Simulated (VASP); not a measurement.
# TaN (Fm-3m) in VASP: a series of runs, part 3 of 3

VASP 6.6.1.

### Step 6. Single point, BLYP+D3(BJ)

INCAR reads:

```
SYSTEM = TaN
  PREC = Accurate
  ENCUT = 600
  EDIFF = 1E-6
  ISMEAR = -1
  SIGMA = 0.05
  LREAL = .False.
  LASPH = .True.
  NELM = 120
  ALGO = Normal
  ISIF = 2
  LWAVE = .False.
  LCHARG = .False.
  GGA = B5
  ALDAX = 1.0
  AGGAX = 1.0
  AGGAC = 1.0
  ALDAC = 0.0
  IVDW = 12
  NBANDS = 15
  VDW_S6 = 1.0
  VDW_S8 = 2.6996
  VDW_A1 = 0.4298
  VDW_A2 = 4.2359
  GGA_COMPAT = .False.
```

KPOINTS reads:

```
Automatic mesh
0
Gamma
  10 10 10
  0 0 0
```

POSCAR reads:

```
TaN
1.0
    0.0000000000      2.1661812927      2.1661812927
    2.1661812927      0.0000000000      2.1661812927
    2.1661812927      2.1661812927      0.0000000000
Ta N
1 1
Direct
    0.5000000000      0.5000000000      0.5000000000
    0.0000000000      0.0000000000      0.0000000000
```

Potentials or basis: VASP PAW PBE potentials, release 64 (Ta_pv, N).

Run with:

```sh
> cat potpaw_PBE.64/Ta_pv/POTCAR potpaw_PBE.64/N/POTCAR > POTCAR
> mpirun -np 1 vasp_std > vasp.out
```

OUTCAR:

```text
SYSTEM = TaN
   PREC = Accurate
   ENCUT = 600
   EDIFF = 1E-6
   ISMEAR = -1
   LREAL = .False.
   LASPH = .True.
   NELM = 120
   ISIF = 2
   GGA = B5
   IVDW = 12
 IVDW          = 12

 ion  position               nearest neighbor table
   1  0.500  0.500  0.500-   2 2.17   2 2.17   2 2.17   2 2.17   2 2.17   2 2.17
   2  0.000  0.000  0.000-   1 2.17   1 2.17   1 2.17   1 2.17   1 2.17   1 2.17

  LATTYP: Found a face centered cubic cell.
 ALAT       =     4.3323625854

  Lattice vectors:

 A1 = (   0.0000000000,   2.1661812927,   2.1661812927)
 A2 = (   2.1661812927,   0.0000000000,   2.1661812927)
 A3 = (   2.1661812927,   2.1661812927,   0.0000000000)

Analysis of symmetry for initial positions (statically):
=====================================================================
 Subroutine PRICEL returns:
 Original cell was already a primitive cell.

 Routine SETGRP: Setting up the symmetry group for a
 face centered cubic supercell.

 Subroutine GETGRP returns: Found 48 space group operations
 (whereof 48 operations were pure point group operations)
 out of a pool of 48 trial point group operations.

The static configuration has the point symmetry O_h .

Analysis of symmetry for dynamics (positions and initial velocities):
=====================================================================
 Subroutine PRICEL returns:
 Original cell was already a primitive cell.

 Routine SETGRP: Setting up the symmetry group for a
 face centered cubic supercell.

 Subroutine GETGRP returns: Found 48 space group operations
 (whereof 48 operations were pure point group operations)
 out of a pool of 48 trial point group operations.

The dynamic configuration has the point symmetry O_h .

 Subroutine INISYM returns: Found 48 space group operations
 (whereof 48 operations are pure point group operations),
 and found     1 'primitive' translations

----------------------------------------------------------------------------------------

                                     Primitive cell

  volume of cell :      20.3289

  direct lattice vectors                    reciprocal lattice vectors
     0.000000000  2.166181293  2.166181293    -0.230820939  0.230820939  0.230820939
     2.166181293  0.000000000  2.166181293     0.230820939 -0.230820939  0.230820939
     2.166181293  2.166181293  0.000000000     0.230820939  0.230820939 -0.230820939

  length of vectors
     3.063442963  3.063442963  3.063442963     0.399793594  0.399793594  0.399793594

  position of ions in fractional coordinates (direct lattice)
     0.500000000  0.500000000  0.500000000
     0.000000000  0.000000000  0.000000000

  ion indices of the primitive-cell ions
   primitive index   ion index
                 1           1
                 2           2

----------------------------------------------------------------------------------------

 KPOINTS: Automatic mesh

Automatic generation of k-mesh.
 Grid dimensions read from file:
 generate k-points for:   10   10   10

 Generating k-lattice:

  Cartesian coordinates                     Fractional coordinates (reciprocal lattice)
    -0.023082094  0.023082094  0.023082094     0.100000000  0.000000000  0.000000000
     0.023082094 -0.023082094  0.023082094     0.000000000  0.100000000  0.000000000
     0.023082094  0.023082094 -0.023082094     0.000000000  0.000000000  0.100000000
[... 40 lines left out ...]
   number of dos      NEDOS =    301   number of ions     NIONS =      2
   total plane-waves  NPLWV =  13824
   dimension x,y,z NGX =    24 NGY =   24 NGZ =   24
   dimension x,y,z NGXF=    48 NGYF=   48 NGZF=   48
   ions per type =               1   1
   NGX,Y,Z   is equivalent  to a cutoff of  13.02, 13.02, 13.02 a.u.
   NGXF,Y,Z  is equivalent  to a cutoff of  26.05, 26.05, 26.05 a.u.
 SYSTEM =  TaN
   PREC   = accura    normal or accurate (medium, high low for compatibility)
   ISTART =      0    job   : 0-new  1-cont  2-samecut
   ICHARG =      2    charge: 1-file 2-atom 10-const
   ISPIN  =      1    spin polarized calculation?
   LNONCOLLINEAR =      F non collinear calculations
   LSORBIT =      F    spin-orbit coupling
   LASPH  =      T    aspherical Exc in radial PAW
   ENCUT  =  600.0 eV  44.10 Ry    6.64 a.u.   6.12  6.12  6.12*2*pi/ulx,y,z
   NELM   =    120;   NELMIN=  2; NELMDL= -5     # of ELM steps
   EDIFF  = 0.1E-05   stopping-criterion for ELM
   LREAL  =      F    real-space projection
   EDIFFG = 0.1E-04   stopping-criterion for IOM
   NSW    =      0    number of steps for IOM
   IBRION =     -1    ionic relax: 0-MD 1-quasi-New 2-CG
   NFREE  =      0    steps in history (QN), initial steepest desc. (CG)
   ISIF   =      2    stress and relaxation
   ISYM   =      2    0-nonsym 1-usesym 2-fastsym
   POTIM  = 0.5000    time-step for ionic-motion
   TEBEG  =    0.0;   TEEND  =   0.0 temperature during run
   PSTRESS=    0.0 pullay stress
   NELECT =      16.0000    total number of electrons
   NUPDOWN=      -1.0000    fix difference up-down
   EMIN   =  10.00;   EMAX   =-10.00  energy-range for DOS
   EFERMI =   0.00;   METHOD = LEGACY
   ISMEAR =    -1;   SIGMA  =   0.05  broadening in eV -4-tet -1-fermi 0-gaus
   EFERMI_NEDOS =   21; number of points for ismear=-14 and -15
   IALGO  =     38    algorithm
   IMIX   =      4    mixing-type and parameters
     AMIX     =   0.40;   BMIX     =  1.00
     AMIX_MAG =   1.60;   BMIX_MAG =  1.00
  volume/ion in A,a.u.               =      10.16        68.59
  Fermi-wavevector in a.u.,A,eV,Ry     =   1.511507  2.856333 31.084577  2.284652
  Thomas-Fermi vector in A             =   2.621555
   LORBIT       =      0    0 simple, 1 ext, 2 COOP (PROOUT), +10 PAW based schemes
   GGA     = B5    functional components
   LHFCALC =     F    Hartree Fock is set to
   AEXX    =    0.0000 exact exchange contribution
   IVDW    =    12    specifies the selected vdW correction
   LEPSILON=     F    determine dielectric tensor
   LRPA    =     F    only Hartree local field effects (RPA)
 non-spin polarized calculation
  energy-cutoff  :      600.00
  volume of cell :       20.33
 maximum number of plane-waves:       700
   NGX = 13   NGY = 13   NGZ = 13

 number of electron      15.9999998 magnetization

 Free energy of the ion-electron system (eV)
  ---------------------------------------------------
  ext. energy  EPLUGINS =         0.00000000
  ---------------------------------------------------
  free energy    TOTEN  =       -19.63327831 eV

  energy without entropy =      -19.62719652  energy(sigma->0) =      -19.63023742

 E-fermi :  10.6133     XC(G=0): -12.9848

 val. band max:       10.5100550054   @ k =  -0.2000   0.2000   0.0000
 cond. band min:      10.6526221274   @ k =  -0.3000   0.3000   0.1000
 fundamental gap:      0.1425671221
 Fermi energy:        10.6132816256

 k-point     1 :       0.0000    0.0000    0.0000
  band No.  band energies     occupation
      1     -25.0365      2.00000
      2     -25.0365      2.00000
      3     -25.0365      2.00000
      4      -8.5219      2.00000
      5       6.6226      2.00000
      6       6.6226      2.00000
      7       6.6226      2.00000
      8       8.3651      2.00000
      9       8.3651      2.00000
     10       8.3651      2.00000
     11      10.6566      0.59235
     12      10.6566      0.59233
     13      12.7738      0.00000
     14      20.5061      0.00000
[... 401 lines left out ...]
      2     -25.3221      2.00000
      3     -25.2914      2.00000
      4      -6.9498      2.00000
      5       2.5450      2.00000
      6       4.5543      2.00000
      7       5.2469      2.00000
      8       6.5927      2.00000
      9      12.8720      0.00000
     10      13.6124      0.00000
     11      13.6972      0.00000
     12      14.9898      0.00000
     13      19.4851      0.00000
     14      21.9979      0.00000
     15      22.4719      0.00000

 [... further k-points ...]

------------------------ aborting loop because EDIFF is reached ----------------------------------------

 Edisp (eV)   -2.30957

 E8    (eV) :    -1.7415

  FORCE on cell =-STRESS in cart. coord.  units (eV):
  Direction    XX          YY          ZZ          XY          YZ          ZX
  --------------------------------------------------------------------------------------
  -------------------------------------------------------------------------------------
  Total       2.26465     2.26465     2.26465     0.00000     0.00000     0.00000
  in kB     178.48291   178.48291   178.48291     0.00000     0.00000     0.00000
  external pressure =      178.48 kB  Pullay stress =        0.00 kB

 VOLUME and BASIS-vectors are now :
 -----------------------------------------------------------------------------
  energy-cutoff  :      600.00
  volume of cell :       20.33
      direct lattice vectors                 reciprocal lattice vectors
     0.000000000  2.166181293  2.166181293    -0.230820939  0.230820939  0.230820939
     2.166181293  0.000000000  2.166181293     0.230820939 -0.230820939  0.230820939
     2.166181293  2.166181293  0.000000000     0.230820939  0.230820939 -0.230820939

 POSITION                                       TOTAL-FORCE (eV/Angst)
 -----------------------------------------------------------------------------------
      2.16618      2.16618      2.16618        -0.000000     -0.000000      0.000000
      0.00000      0.00000      0.00000         0.000000      0.000000     -0.000000
 -----------------------------------------------------------------------------------
    total drift:                                0.000000     -0.000000     -0.000000

  FREE ENERGIE OF THE ION-ELECTRON SYSTEM (eV)
  ---------------------------------------------------
  free  energy   TOTEN  =       -21.9428496328 eV

  energy  without entropy=      -21.9367678430  energy(sigma->0) =      -21.93980874
```

stdout:

```text
POSCAR found type information on POSCAR TaN
 POSCAR found :  2 types and       2 ions
 scaLAPACK will be used
 -----------------------------------------------------------------------------
|                                                                             |
|                                                                             |
|     You enforced a specific xc type in the INCAR file but a different       |
|     I HOPE YOU KNOW WHAT YOU ARE DOING!                                     |
|                                                                             |
 -----------------------------------------------------------------------------

 LDA part: xc-table for (Slater(with rela. corr.)+VWN5), standard interpolation
 POSCAR, INCAR and KPOINTS ok, starting setup
 FFT: planning ... GRIDC
 FFT: planning ... GRID_SOFT
 FFT: planning ... GRID
 WAVECAR not read
 entering main loop
```

Run time: 16 s. Hardware: 1 thread of AMD EPYC 9R45 (Zen 5), shared host; peak memory 0.13 GiB.

What came out:

* Free energy: -21.9428 eV
* Pressure: 17.8 GPa
* Band gap on the k mesh: zero (band 8 reaches 12.54 eV, above the bottom of band 9 at 8.37 eV)
* Dispersion energy per atom: -1.155 eV

Caveat: the PAW data sets were made with another functional, which shifts forces and pressure a little; spin-orbit coupling is left out, which moves the levels of the heavy elements; pairwise dispersion overbinds metals, which lowers pressure and volume.

### Step 7. Overview

```tsv
level	potentials or basis	cell	gap on the mesh (eV)	pressure (GPa)
LDA	VASP PAW LDA potentials, release 64 (Ta_pv, N)	a = 3.063 Å, angles 60.0°, 2 atoms	none	6.3
LDA	VASP PAW LDA potentials, release 64 (Ta_pv, N)	a = 3.085 Å, angles 60.0°, 2 atoms	none	-1.9
PBEsol+D3(BJ)	VASP PAW PBE potentials, release 64 (Ta_pv, N)	a = 3.063 Å, angles 60.0°, 2 atoms	none	4.6
PBEsol+D3(BJ)	VASP PAW PBE potentials, release 64 (Ta_pv, N)	a = 3.085 Å, angles 60.0°, 2 atoms	none	-3.4
BLYP+D3(BJ)	VASP PAW PBE potentials, release 64 (Ta_pv, N)	a = 3.063 Å, angles 60.0°, 2 atoms	none	17.8
```

Alike in all rows: task single point; no spin polarisation; k mesh 10 × 10 × 10; cutoff (eV) 600; smearing fermi-dirac 0.05 eV.

Caveats: spin-orbit coupling is left out, which moves the levels of the heavy elements; the PAW data sets were made with another functional, which shifts forces and pressure a little (some runs); pairwise dispersion overbinds metals, which lowers pressure and volume (some runs).

Absolute energies hang on the potentials; compare differences alone.
